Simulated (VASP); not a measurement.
# Pb (I4_1/amd) in VASP: notebook

Runs on Pb. Level: PBE. Tasks: single point.

All numbers are computed with VASP 6.6.1; they aren't measurements. Logs are shortened: lines on timing, memory, paths and dates and some standing lists are left out, and cuts for length are marked.

### Step 1. The cell of the first run

It takes space group I4_1/amd (No. 141, tetragonal). Conventional cell: a = 6.086 Å, b = 6.086 Å, c = 3.310 Å, α = 90.00°, β = 90.00°, γ = 90.00°. Pb (site symmetry -4m2) has 10 Pb at 3.15 to 3.93 Å within 4.1 Å.

### Step 2. Single point, PBE (Sn replaced by Pb, lengths x 1.030, strained)

INCAR reads:

```
PREC = Accurate ; ENCUT = 520
EDIFF = 1E-6 ; ISMEAR = 0
SIGMA = 0.1 ; LREAL = False
LASPH = True ; NELM = 60
ALGO = Normal ; ISIF = 2
LWAVE = False ; LCHARG = True
GGA = PE ; LELF = True
LVHAR = True ; NBANDS = 21
```

KPOINTS reads:

```
regular mesh
0
Gamma
  6 6 6
```

POSCAR reads:

```
Pb
1.0
   -3.0428822463      3.0428822463      1.6551888260
    3.0428822463     -3.0428822463      1.6551888260
    3.0428822463      3.0428822463     -1.6551888260
Pb
2
Direct
    0.7500000000      0.2500000000      0.5000000000
    0.0000000000      0.0000000000      0.0000000000
```

Potentials or basis: VASP PAW PBE potentials, release 64 (Pb_d).

Command:

```console
> cat potpaw_PBE.64/Pb_d/POTCAR > POTCAR
> mpirun -np 1 vasp_std > vasp.out
```

OUTCAR:

```text
PREC = Accurate
   ENCUT = 520
   EDIFF = 1E-6
   ISMEAR = 0
   LREAL = False
   LASPH = True
   NELM = 60
   ISIF = 2
   GGA = PE

 ion  position               nearest neighbor table
   1  0.750  0.250  0.500-   2 3.15   2 3.15   2 3.15   2 3.15   2 3.93   2 3.93   2 3.93   2 3.93

   2  0.000  0.000  0.000-   1 3.15   1 3.15   1 3.15   1 3.15   1 3.93   1 3.93   1 3.93   1 3.93

  LATTYP: Found a body centered tetragonal cell.
 ALAT       =     6.0857644926
 C/A-ratio  =     0.5439542815

  Lattice vectors:

 A1 = (  -3.0428822463,   3.0428822463,   1.6551888260)
 A2 = (   3.0428822463,  -3.0428822463,   1.6551888260)
 A3 = (   3.0428822463,   3.0428822463,  -1.6551888260)

Analysis of symmetry for initial positions (statically):
=====================================================================
 Subroutine PRICEL returns:
 Original cell was already a primitive cell.

 Routine SETGRP: Setting up the symmetry group for a
 body centered tetragonal supercell.

 Subroutine GETGRP returns: Found 16 space group operations
 (whereof  8 operations were pure point group operations)
 out of a pool of 16 trial point group operations.

The static configuration has the point symmetry D_2d.
 The point group associated with its full space group is D_4h.

Analysis of symmetry for dynamics (positions and initial velocities):
=====================================================================
 Subroutine PRICEL returns:
 Original cell was already a primitive cell.

 Routine SETGRP: Setting up the symmetry group for a
 body centered tetragonal supercell.

 Subroutine GETGRP returns: Found 16 space group operations
 (whereof  8 operations were pure point group operations)
 out of a pool of 16 trial point group operations.

The dynamic configuration has the point symmetry D_2d.
 The point group associated with its full space group is D_4h.

 Subroutine INISYM returns: Found 16 space group operations
 (whereof  8 operations are pure point group operations),
 and found     1 'primitive' translations

----------------------------------------------------------------------------------------

                                     Primitive cell

  volume of cell :      61.3024

  direct lattice vectors                    reciprocal lattice vectors
    -3.042882246  3.042882246  1.655188826     0.000000000  0.164317893  0.302080338
     3.042882246 -3.042882246  1.655188826     0.164317893  0.000000000  0.302080338
     3.042882246  3.042882246 -1.655188826     0.164317893  0.164317893  0.000000000

  length of vectors
     4.610630627  4.610630627  4.610630627     0.343879195  0.343879195  0.232380593

  position of ions in fractional coordinates (direct lattice)
     0.750000000  0.250000000  0.500000000
     0.000000000  0.000000000  0.000000000

  ion indices of the primitive-cell ions
   primitive index   ion index
                 1           1
                 2           2

----------------------------------------------------------------------------------------

 KPOINTS: regular mesh

Automatic generation of k-mesh.
 Grid dimensions read from file:
 generate k-points for:    6    6    6

 Generating k-lattice:

  Cartesian coordinates                     Fractional coordinates (reciprocal lattice)
     0.000000000  0.027386316  0.050346723     0.166666667  0.000000000  0.000000000
     0.027386316  0.000000000  0.050346723     0.000000000  0.166666667  0.000000000
     0.027386316  0.027386316  0.000000000     0.000000000  0.000000000  0.166666667

  Length of vectors
     0.057313199  0.057313199  0.038730099

  Shift w.r.t. Gamma in fractional coordinates (k-lattice)
     0.000000000  0.000000000  0.000000000

 Subroutine IBZKPT returns following result:
 ===========================================

 Found     30 irreducible k-points:

 Following reciprocal coordinates:
            Coordinates               Weight
  0.000000  0.000000  0.000000      1.000000
  0.166667  0.000000  0.000000      8.000000
  0.333333  0.000000 -0.000000      8.000000
  0.500000  0.000000  0.000000      4.000000
  0.166667  0.166667 -0.000000      8.000000
  0.333333  0.166667 -0.000000     16.000000
[... 16 lines left out ...]
 -0.333333 -0.333333  0.166667      8.000000
 -0.166667 -0.333333  0.166667      8.000000
 [... further k-points ...]
   k-points           NKPTS =     30   k-points in BZ     NKDIM =     30   number of bands    NBANDS=     21
   number of dos      NEDOS =    301   number of ions     NIONS =      2
   total plane-waves  NPLWV =  46656
   dimension x,y,z NGX =    36 NGY =   36 NGZ =   36
   dimension x,y,z NGXF=    72 NGYF=   72 NGZF=   72
   ions per type =               2
   NGX,Y,Z   is equivalent  to a cutoff of  12.98, 12.98, 12.98 a.u.
   NGXF,Y,Z  is equivalent  to a cutoff of  25.96, 25.96, 25.96 a.u.
 SYSTEM =  unknown system
   PREC   = accura    normal or accurate (medium, high low for compatibility)
   ISTART =      0    job   : 0-new  1-cont  2-samecut
   ICHARG =      2    charge: 1-file 2-atom 10-const
   ISPIN  =      1    spin polarized calculation?
   LNONCOLLINEAR =      F non collinear calculations
   LSORBIT =      F    spin-orbit coupling
   LASPH  =      T    aspherical Exc in radial PAW
   ENCUT  =  520.0 eV  38.22 Ry    6.18 a.u.   8.57  8.57  8.57*2*pi/ulx,y,z
   NELM   =     60;   NELMIN=  2; NELMDL= -5     # of ELM steps
   EDIFF  = 0.1E-05   stopping-criterion for ELM
   LREAL  =      F    real-space projection
   EDIFFG = 0.1E-04   stopping-criterion for IOM
   NSW    =      0    number of steps for IOM
   IBRION =     -1    ionic relax: 0-MD 1-quasi-New 2-CG
   NFREE  =      0    steps in history (QN), initial steepest desc. (CG)
   ISIF   =      2    stress and relaxation
   ISYM   =      2    0-nonsym 1-usesym 2-fastsym
   POTIM  = 0.5000    time-step for ionic-motion
   TEBEG  =    0.0;   TEEND  =   0.0 temperature during run
   PSTRESS=    0.0 pullay stress
   NELECT =      28.0000    total number of electrons
   NUPDOWN=      -1.0000    fix difference up-down
   EMIN   =  10.00;   EMAX   =-10.00  energy-range for DOS
   EFERMI =   0.00;   METHOD = LEGACY
   ISMEAR =     0;   SIGMA  =   0.10  broadening in eV -4-tet -1-fermi 0-gaus
   EFERMI_NEDOS =   21; number of points for ismear=-14 and -15
   IALGO  =     38    algorithm
   IMIX   =      4    mixing-type and parameters
     AMIX     =   0.40;   BMIX     =  1.00
     AMIX_MAG =   1.60;   BMIX_MAG =  1.00
  volume/ion in A,a.u.               =      30.65       206.84
  Fermi-wavevector in a.u.,A,eV,Ry     =   1.260767  2.382505 21.626922  1.589534
  Thomas-Fermi vector in A             =   2.394260
   LORBIT       =      0    0 simple, 1 ext, 2 COOP (PROOUT), +10 PAW based schemes
   GGA     = PE    functional components
   LHFCALC =     F    Hartree Fock is set to
   AEXX    =    0.0000 exact exchange contribution
   IVDW    =     0    specifies the selected vdW correction
   LEPSILON=     F    determine dielectric tensor
   LRPA    =     F    only Hartree local field effects (RPA)
 non-spin polarized calculation
 Gauss-broadening in eV      SIGMA  =   0.10
  energy-cutoff  :      520.00
  volume of cell :       61.30
 maximum number of plane-waves:      1674
 NGX is ok and might be reduce to    36
   NGX = 17   NGY = 17   NGZ = 17

 number of electron      28.0000007 magnetization

 Free energy of the ion-electron system (eV)
  ---------------------------------------------------
  ext. energy  EPLUGINS =         0.00000000
  ---------------------------------------------------
  free energy    TOTEN  =        -6.78279710 eV

  energy without entropy =       -6.77166388  energy(sigma->0) =       -6.77723049

 E-fermi :   6.9870     XC(G=0): -10.0694

 val. band max:        6.9823036206   @ k =   0.3333   0.0000  -0.0000
 cond. band min:       7.0581541082   @ k =  -0.3333   0.3333   0.1667
 fundamental gap:      0.0758504876
 Fermi energy:         6.9869737057

 k-point     1 :       0.0000    0.0000    0.0000
  band No.  band energies     occupation
      1     -10.3012      2.00000
      2     -10.1554      2.00000
      3     -10.1164      2.00000
      4     -10.0886      2.00000
      5      -9.8194      2.00000
      6      -9.8194      2.00000
[... 13 lines left out ...]
     20      16.3371      0.00000
     21      17.5967      0.00000

 k-point     2 :       0.1667    0.0000    0.0000
  band No.  band energies     occupation
      1     -10.2736      2.00000
      2     -10.0828      2.00000
      3     -10.0774      2.00000
      4      -9.9920      2.00000
      5      -9.8790      2.00000
      6      -9.8538      2.00000
[... 13 lines left out ...]
     20      15.1426      0.00000
     21      15.3602      0.00000

 k-point     3 :       0.3333    0.0000   -0.0000
  band No.  band energies     occupation
      1     -10.2151      2.00000
      2     -10.0315      2.00000
      3     -10.0098      2.00000
      4      -9.9848      2.00000
      5      -9.9468      2.00000
      6      -9.8751      2.00000
[... 13 lines left out ...]
     20      13.8630      0.00000
     21      16.2066      0.00000

 k-point     4 :       0.5000    0.0000    0.0000
  band No.  band energies     occupation
      1     -10.1813      2.00000
      2     -10.0689      2.00000
      3     -10.0500      2.00000
      4      -9.9883      2.00000
      5      -9.9218      2.00000
      6      -9.9055      2.00000
[... 13 lines left out ...]
     20      16.2839      0.00000
     21      16.5626      0.00000

 k-point     5 :       0.1667    0.1667   -0.0000
  band No.  band energies     occupation
      1     -10.2352      2.00000
      2     -10.0324      2.00000
      3     -10.0238      2.00000
      4      -9.9375      2.00000
      5      -9.9178      2.00000
      6      -9.9013      2.00000
[... 13 lines left out ...]
     20      14.3595      0.00000
     21      14.6830      0.00000
[... 382 lines left out ...]
     20      16.9696      0.00000
     21      18.4364      0.00000

 k-point    22 :      -0.1667    0.5000    0.1667
  band No.  band energies     occupation
      1     -10.1548      2.00000
      2     -10.0459      2.00000
      3      -9.9991      2.00000
      4      -9.9751      2.00000
      5      -9.9069      2.00000
      6      -9.8778      2.00000
[... 13 lines left out ...]
     20      16.7458      0.00000
     21      17.0122      0.00000

 k-point    23 :      -0.3333   -0.3333    0.1667
  band No.  band energies     occupation
      1     -10.1578      2.00000
      2     -10.0416      2.00000
      3      -9.9535      2.00000
      4      -9.9257      2.00000
      5      -9.9148      2.00000
      6      -9.8825      2.00000
[... 13 lines left out ...]
     20      16.5511      0.00000
     21      17.6875      0.00000

 k-point    24 :      -0.1667   -0.3333    0.1667
  band No.  band energies     occupation
      1     -10.1994      2.00000
      2     -10.0342      2.00000
      3     -10.0163      2.00000
      4      -9.9694      2.00000
      5      -9.9361      2.00000
      6      -9.9013      2.00000
[... 13 lines left out ...]
     20      15.9966      0.00000
     21      17.6498      0.00000

 [... further k-points ...]

------------------------ aborting loop because EDIFF is reached ----------------------------------------

  FORCE on cell =-STRESS in cart. coord.  units (eV):
  Direction    XX          YY          ZZ          XY          YZ          ZX
  --------------------------------------------------------------------------------------
  -------------------------------------------------------------------------------------
  Total        1.5376180      1.5376180      1.0852625      0.0000000      0.0000000      0.0000000
  in kB       40.1865952     40.1865952     28.3640037      0.0000000      0.0000000      0.0000000
  external PRESSURE =      36.2457314 kB  Pullay stress =       0.0000000 kB

 VOLUME and BASIS-vectors are now :
 -----------------------------------------------------------------------------
  energy-cutoff  :      520.00
  volume of cell :       61.30
      direct lattice vectors                 reciprocal lattice vectors
    -3.042882246  3.042882246  1.655188826     0.000000000  0.164317893  0.302080338
     3.042882246 -3.042882246  1.655188826     0.164317893  0.000000000  0.302080338
     3.042882246  3.042882246 -1.655188826     0.164317893  0.164317893  0.000000000

 POSITION                                       TOTAL-FORCE (eV/Angst)
 -----------------------------------------------------------------------------------
     -0.00000      3.04288      0.82759         0.000000     -0.000000      0.000000
      0.00000      0.00000      0.00000        -0.000000      0.000000     -0.000000
 -----------------------------------------------------------------------------------
    total drift:                               -0.000000      0.000000     -0.000000

  FREE ENERGIE OF THE ION-ELECTRON SYSTEM (eV)
  ---------------------------------------------------
  free  energy   TOTEN  =        -6.7827970995 eV

  energy  without entropy=       -6.7716638764  energy(sigma->0) =       -6.77723049
```

It took 54 s on 1 thread of Intel Xeon 8259CL, shared host; peak memory 0.21 GiB.

What came out:

| Quantity | Value |
| --- | --- |
| Free energy | -6.7828 eV |
| Pressure | 3.6 GPa |
| Band gap on the k mesh | zero (bands 14 and 15 overlap by 3.23 eV) |

Stress tensor (GPa, compression positive):
```
4.02 0.00 0.00
0.00 4.02 0.00
0.00 0.00 2.84
```

Caveat: the k points lie up to 0.36 Å⁻¹ apart, too coarse for converged energies and pressures of a metal; the cell differs from its parent crystal (Sn replaced by Pb, lengths x 1.030, strained); spin-orbit coupling is left out, which moves the levels of the heavy elements.

### Step 3. Single point, PBE (Sn replaced by Pb, lengths x 1.030, strained)

INCAR reads:

```
ALGO = Fast ; EDIFF = 1E-6
ENCUT = 520 ; GGA = PE
ISIF = 2 ; ISMEAR = 0
LASPH = T ; LCHARG = F
LREAL = F ; LWAVE = F
NBANDS = 21 ; NELM = 60
PREC = Accurate ; SIGMA = 0.1
```

KPOINTS reads:

```
k-points
0
Gamma
  14 14 14
```

POSCAR is that of step 2.

Potentials or basis: VASP PAW PBE potentials, release 64 (Pb_d).

Command:

```console
> cat potpaw_PBE.64/Pb_d/POTCAR > POTCAR
> mpirun -np 1 vasp_std > vasp.out
```

Run time: 6.9 min. Hardware: 1 thread of Intel Xeon 8259CL, shared host; peak memory 0.39 GiB.

It converged, with:

```
Free energy            : -6.7971 eV
Pressure               : 3.8 GPa
Band gap on the k mesh : zero (bands 14 and 15 overlap by 3.29 eV)
```

Stress tensor (GPa, compression positive):
```
4.12 0.00 0.00
0.00 4.12 0.00
0.00 0.00 3.05
```

Levels at points of the mesh, in eV from the Fermi level:
```csv
k point,band 10,band 11,band 12,band 13,band 14,band 15,band 16,band 17,band 18,band 19
"(0.00, 0.00, 0.00)",-16.46,-11.70,-5.74,-1.67,-1.67,3.74,5.94,5.94,6.69,6.70
"(0.50, 0.00, 0.00)",-16.55,-8.20,-6.41,-2.83,-1.41,-0.81,2.67,2.87,4.43,7.30
"(0.50, 0.50, 0.00)",-16.66,-9.66,-9.66,0.95,0.95,1.10,1.10,5.77,5.77,9.80
"(0.50, 0.50, 0.50)",-16.76,-8.69,-8.69,-4.27,-4.27,5.07,5.07,8.93,8.93,11.73
```

Caveat: the cell differs from its parent crystal (Sn replaced by Pb, lengths x 1.030, strained); the cell stands under pressure; spin-orbit coupling is left out, which moves the levels of the heavy elements.
